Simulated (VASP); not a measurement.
Wanted: the native input for a VASP 6.6.1 run.

| Quantity | Value |
| --- | --- |
| Task | relaxation of cell and atoms |
| Functional | PBE |
| Potentials or basis | VASP PAW PBE potentials, release 64 (Zn, S) |
| Cutoff | 600 eV |
| k mesh | 12 × 12 × 6 |
| Occupations | gaussian, width 0.02 eV |
| Spin | no spin polarisation |
| Target pressure | -2 GPa |
| Dipole correction | no |
| Further INCAR settings | ALGO = Normal; EDIFF = 1e-07; IBRION = 2; EDIFFG = -0.008; NSW = 70; ISIF = 3 |

The structure of ZnS lies in POSCAR:

```
ZnS
1.0
    3.8693554325      0.0000000000      0.0000000000
   -1.9346777162      3.3509601008      0.0000000000
    0.0000000000      0.0000000000      6.3461186523
Zn S
2 2
Direct
    0.3333333333      0.6666666667      0.0002666736
    0.6666666667      0.3333333333      0.5002666736
    0.3333333333      0.6666666667      0.3747333264
    0.6666666667      0.3333333333      0.8747333264
```

One way to write it, as run:

INCAR

```
PREC = Accurate ; ENCUT = 600
EDIFF = 1E-7 ; ISMEAR = 0
SIGMA = 0.02 ; LREAL = False
LASPH = True ; NELM = 100
ALGO = Normal ; ISIF = 3
LWAVE = False ; LCHARG = False
GGA = PE ; IBRION = 2
NSW = 70 ; EDIFFG = -0.008
PSTRESS = -20.0
```

KPOINTS

```
Automatic mesh
0
Gamma
  12 12 6
```

Potentials or basis: VASP PAW PBE potentials, release 64 (Zn, S).

Command:

```console
$ cat potpaw_PBE.64/Zn/POTCAR potpaw_PBE.64/S/POTCAR > POTCAR
$ mpirun -np 1 vasp_std > vasp.out
```

It gave:

```yaml
Relaxed_volume: 20.86 Å³/atom
Relaxed_cell: a = 3.888 Å, b = 3.888 Å, c = 6.375 Å, α = 90.00°, β = 90.00°, γ = 120.00°
Space_group_after_relaxing_to_0.05_Å: P6_3mc (No. 186)
Energy_change_on_relaxing_the_enthalpy_is_what_falls: +2.9 meV/atom
Ionic_steps: 3
Pressure_after_relaxing: -2.0 GPa
Largest_force_after_relaxing: 0.006 eV/Å
Band_gap_on_the_k_mesh: 1.94 eV, direct
```

Caveat: the cell is relaxed towards a set pressure, so the enthalpy falls and the energy may rise.

Wall time 8.3 min on 1 thread of Oxide Virtual Turin-like Processor, on a shared host, peak memory 0.29 GiB.
